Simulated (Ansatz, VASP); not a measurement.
# TiCo, level by level in two programs

```
CELL_PARAMETERS angstrom
2.98611 0.00000 0.00000
0.00000 2.98611 0.00000
0.00000 0.00000 2.98611
ATOMIC_POSITIONS crystal
Co 0.50000 0.50000 0.50000
Ti 0.00000 0.00000 0.00000
```

Single points on this cell with VASP 6.6.1 and Ansatz 0.2.0. Each row is one pair of runs. Alike in all rows: Ansatz's potentials, cutoff: Ansatz PAW, 420 eV.

| level | spin | k mesh | smearing | VASP's potentials, cutoff | pressure (GPa), VASP | pressure (GPa), Ansatz | net moment per atom (μB), VASP | net moment per atom (μB), Ansatz |
| --- | --- | --- | --- | --- | --- | --- | --- | --- |
| PBE | off | 9 × 9 × 9 | fermi-dirac, width 0.05 eV | VASP PAW PBE potentials, release 64 (Co, Ti_sv), 520 eV | -2.8 | -2.4 | - | - |
| PBE | collinear, typed start | 9 × 9 × 9 | fermi-dirac, width 0.05 eV | VASP PAW PBE potentials, release 64 (Co, Ti_sv), 520 eV | -1.1 | -0.5 | 0.40 | 0.41 |
| PBE | non-collinear, typed start | 7 × 7 × 7 | fermi-dirac, width 0.05 eV | VASP PAW PBE potentials, release 64 (Co, Ti_sv), 520 eV | -0.8 | ? | 0.41 | ? |
| PBE | collinear, zero start | 8 × 8 × 8 | fermi-dirac, width 0.05 eV | VASP PAW PBE potentials, release 64 (Co, Ti_sv), 520 eV | -2.9 | -2.5 | 0.00 | 0.00 |
| PBE | collinear, typed start | 8 × 8 × 8 | fermi-dirac, width 0.05 eV | VASP PAW PBE potentials, release 64 (Co, Ti_sv), 520 eV | -0.5 | 0.1 | 0.40 | 0.40 |
| PBE | collinear, typed start | 9 × 9 × 9 | gaussian, width 0.011 eV | VASP PAW PBE potentials, release 64 (Co, Ti_sv), 520 eV | -0.8 | -0.5 | 0.42 | 0.42 |
| LDA | collinear, typed start | 9 × 9 × 9 | fermi-dirac, width 0.05 eV | VASP PAW LDA potentials, release 64 (Co, Ti_sv), 520 eV | -15.2 | -14.7 | 0.22 | 0.24 |
| PBEsol | collinear, typed start | 8 × 8 × 8 | fermi-dirac, width 0.05 eV | VASP PAW PBE potentials, release 64 (Co_sv, Ti_sv), 600 eV | -2.7 | -0.9 | 1.10 | 1.10 |

**Question.** Fill in what Ansatz gave in row 3.

**Answer.** Pressure (GPa): -0.3; net moment per atom (μB): 0.42.

VASP's potentials hold 21 valence electrons a cell and Ansatz's 29 in some rows, so a difference there can come from the potentials and not from the codes.
